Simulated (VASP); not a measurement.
Write the native input for VASP 6.6.1 that does the following.

* Task: single point
* Functional: r2SCAN
* Potentials or basis: VASP PAW PBE potentials, release 64 (Cl)
* Cutoff: 520 eV
* k mesh: 16 × 16 × 16
* Occupations: gaussian, width 0.1 eV
* Spin: no spin polarisation
* Dipole correction: no
* Further INCAR settings: ALGO = Normal; EDIFF = 1e-06; NBANDS = 14

Cl:

```xyz
2
Lattice="0.0000 3.2050 3.2050 3.2050 0.0000 3.2050 3.2050 3.2050 0.0000" Properties=species:S:1:pos:R:3 pbc="T T T"
Cl    3.2050    3.2050    3.2050
Cl    4.8075    4.8075    4.8075
```

The input as run:

POSCAR

```
Cl
1.0
    0.0000000000      3.2049717870      3.2049717870
    3.2049717870      0.0000000000      3.2049717870
    3.2049717870      3.2049717870      0.0000000000
Cl
2
Direct
    0.5000000000      0.5000000000      0.5000000000
    0.7500000000      0.7500000000      0.7500000000
```

INCAR.step1

```
SYSTEM = Cl
PREC = Accurate
ENCUT = 520
ISMEAR = 0
SIGMA = 0.1
LREAL = .False.
LASPH = .True.
NELM = 60
NBANDS = 14
GGA = PE
ALGO = Normal
EDIFF = 1E-4
LWAVE = .True.
LCHARG = .False.
```

INCAR.step2

```
SYSTEM = Cl
PREC = Accurate
ENCUT = 520
EDIFF = 1E-6
ISMEAR = 0
SIGMA = 0.1
LREAL = .False.
LASPH = .True.
NELM = 60
ALGO = Normal
ISIF = 2
LWAVE = .False.
LCHARG = .False.
METAGGA = R2SCAN
LMIXTAU = .True.
NBANDS = 14
ISTART = 1
```

KPOINTS

```
Automatic mesh
0
Gamma
  16 16 16
  0 0 0
```

Potentials or basis: VASP PAW PBE potentials, release 64 (Cl).

Launch:

```console
$ cat potpaw_PBE.64/Cl/POTCAR > POTCAR
$ cp INCAR.step1 INCAR
$ mpirun -np 1 vasp_std > vasp.out
$ cp INCAR.step2 INCAR
$ mpirun -np 1 vasp_std > vasp.out
```

It gave:

* Pressure: -0.1 GPa
* Band gap on the k mesh: zero (bands 7 and 8 overlap by 1.27 eV)

Caveat: the PAW data sets were made with another functional, which shifts forces and pressure a little.

It took 2.7 min on 1 thread of Intel(R) Xeon(R) 6975P-C (Granite Rapids) (shared host), peak memory 0.26 GiB.
